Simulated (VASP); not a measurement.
Here is a VASP 6.6.1 calculation.

INCAR

```
SYSTEM = Sc2GaAs3
PREC = Accurate
ENCUT = 500
EDIFF = 1E-7
ISMEAR = 0
SIGMA = 0.1
LREAL = .False.
LASPH = .True.
NELM = 120
ALGO = Normal
ISIF = 3
LWAVE = .False.
LCHARG = .False.
GGA = PE
IBRION = 2
NSW = 90
EDIFFG = -0.04
GGA_COMPAT = .False.
NELMIN = 4
```

The input KPOINTS:

```
Automatic mesh
0
Gamma
  6 6 4
  0 0 0
```

POSCAR

```
Sc2GaAs3
1.0
    4.9824193676      0.0000000000      0.0000000000
   -2.4912096838      4.3149017447      0.0000000000
    0.0000000000      0.0000000000      7.3729441621
Sc Ga As
2 1 3
Direct
    0.6666666667      0.3333333333      0.5000000000
    0.3333333333      0.6666666667      0.5000000000
    0.0000000000      0.0000000000      0.0000000000
    0.3333333333      0.6666666667      0.1639534787
    0.3333333333      0.6666666667      0.8360465213
    0.6666666667      0.3333333333      0.0000000000
```

Potentials or basis: VASP PAW PBE potentials, release 64 (Sc_sv, Ga_d, As).

Run with:

```bash
$ cat potpaw_PBE.64/Sc_sv/POTCAR potpaw_PBE.64/Ga_d/POTCAR potpaw_PBE.64/As/POTCAR > POTCAR
$ mpirun -np 1 vasp_std > vasp.out
```

Question: What does it give for the band gap on the k mesh?

Answer: Zero (bands 25 and 26 overlap by 1.30 eV).

Question: Predict the relaxed volume.

Answer: 26.69 Å³/atom.

Step by step:
```tsv
step	energy change (eV)	largest force (eV/Å)	pressure (GPa)	volume (Å³)
1	0.0000	0.0689	0.04	158.51
2	-0.0111	0.0299	0.22	158.64
3	-0.0128	0.0017	0.33	158.70
4	-0.0143	0.0087	-0.01	160.13
```
